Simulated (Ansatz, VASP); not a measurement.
# N in VASP and in Ansatz

The input POSCAR:

```
N
1.0
    3.9609755119     -0.1035795096      0.0000000000
   -0.1035795096      3.9609755119      0.0000000000
    0.0000000000      0.0000000000      5.1331776349
N
4
Direct
    0.8997819253      0.8997819253      0.0000000000
    0.5951026684      0.4048973316      0.5000000000
    0.1002180747      0.1002180747      0.0000000000
    0.4048973316      0.5951026684      0.5000000000
```

The input INCAR.step1:

```
PREC = Accurate
ENCUT = 520
EDIFF = 1E-5
ISMEAR = 0
SIGMA = 0.01
LREAL = F
LASPH = T
NELM = 80
ALGO = Normal
ISIF = 2
LWAVE = T
LCHARG = F
GGA = PE
NBANDS = 18
```

The input INCAR.step2:

```
PREC = Accurate
ENCUT = 520
EDIFF = 1E-7
ISMEAR = 0
SIGMA = 0.01
LREAL = F
LASPH = T
NELM = 80
ALGO = Normal
ISIF = 2
LWAVE = F
LCHARG = F
GGA = PE
LHFCALC = T
HFSCREEN = 0.2079
PRECFOCK = Normal
ISTART = 1
NBANDS = 18
```

Contents of KPOINTS:

```
regular mesh
0
Gamma
  4 4 4
```

Input for Ansatz:

```yaml
crystal:
  lattice:
    - [3.9609755119, -0.1035795096, 0.0]
    - [-0.1035795096, 3.9609755119, 0.0]
    - [0.0, 0.0, 5.1331776349]
  atoms:
    - { symbol: "N", position: [0.8997819253, 0.8997819253, 0.0] }
    - { symbol: "N", position: [0.5951026684, 0.4048973316, 0.5] }
    - { symbol: "N", position: [0.1002180747, 0.1002180747, 0.0] }
    - { symbol: "N", position: [0.4048973316, 0.5951026684, 0.5] }
kpoints:
  mp_grid: { grid: [4, 4, 4] }
  band_path:
    path:
      - [0.0, 0.0, 0.0]
      - [0.0, 0.5, 0.0]
      - [0.5, 0.5, 0.0]
      - [0.0, 0.0, 0.5]
      - [0.0, 0.5, 0.5]
      - [0.5, 0.5, 0.5]
      - [-0.5, -0.5, 0.489583]
    npoints: 1
hamiltonian:
  xc: hse06
scf:
  occupations: { method: fixed }
  n_extra_bands: 5
output:
  forces: true
  stress: true
  eigenvalues: true
```

Change from the starting cell: shear_xy strain -5.2%.

Alike in both runs: task single point; functional HSE06; k mesh 4 × 4 × 4; no spin polarisation.

```csv
,VASP,Ansatz
version,VASP 6.6.1,Ansatz 0.2.0
potentials or method,"VASP PAW PBE potentials, release 64 (N)","plane waves, PAW"
plane-wave cutoff (eV),520,420
occupations,"gaussian, width 0.01 eV",fixed
valence electrons in the cell,20,20
```

|  | VASP | Ansatz | Ansatz less VASP |
| --- | --- | --- | --- |
| gap on the k mesh at the Fermi level (eV) | 9.04 | 9.11 | +0.067 |
| pressure (GPa) | 2.8 | -0.2 | -3.00 |
| traceless stress, the component that is largest in VASP (GPa) | -2.07 | 1.23 | +3.299 |
| rms of the force components (eV/Å) | 0.850 | 0.480 | -0.3704 |

Atom by atom the forces differ by 1.330 eV/Å (rms over components). Ansatz's warnings: stress exchange threshold loose, stress scf threshold loose.

Noted on VASP's run: the standard files for N, O and F lose accuracy on very short bonds.
